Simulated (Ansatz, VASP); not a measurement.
**TaSi4W: VASP beside Ansatz**

```
Ta Si W
1.0
     3.25188    0.00000    0.00000
     0.00000    3.25188    0.00000
     0.00000    0.00000   16.09810
Ta Si W
2 8 2
Direct
  0.00000 0.50000 0.87216
  0.50000 0.00000 0.12784
  0.50000 0.00000 0.95885
  0.50000 0.00000 0.78714
  0.00000 0.50000 0.04115
  0.00000 0.50000 0.21286
  0.00000 0.50000 0.70409
  0.00000 0.50000 0.54136
  0.50000 0.00000 0.29591
  0.50000 0.00000 0.45864
  0.50000 0.00000 0.62186
  0.00000 0.50000 0.37814
```

Alike in both runs: functional PBE; k mesh 10 × 10 × 2; occupations gaussian, width 0.1 eV; no spin polarisation.

Ansatz relaxed the structure, and its values are those at the end. VASP's run is a single point on that final structure, the one shown.

|  | VASP | Ansatz |
| --- | --- | --- |
| version | VASP 6.6.1 | Ansatz 0.2.0 |
| potentials or method | VASP PAW PBE potentials, release 64 (Ta_pv, Si, W_sv), cutoff 520 eV | scalar-relativistic, plane waves, PAW |
| valence electrons in the cell | 82 | 86 |

Ansatz gave:

| Item | Value |
| --- | --- |
| gap on the k mesh at the Fermi level (eV) | none |
| pressure (GPa) | 0.0 |

**Question.** Which values does VASP return?

**Answer.** gap on the k mesh at the Fermi level (eV): none; pressure (GPa): 0.1.

A gap of «none» marks a metal or a gap that the smearing closes. VASP's potentials hold 82 valence electrons a cell and Ansatz's 86, so a difference there can come from the potentials and not from the codes.

Neither program's run includes spin-orbit coupling.
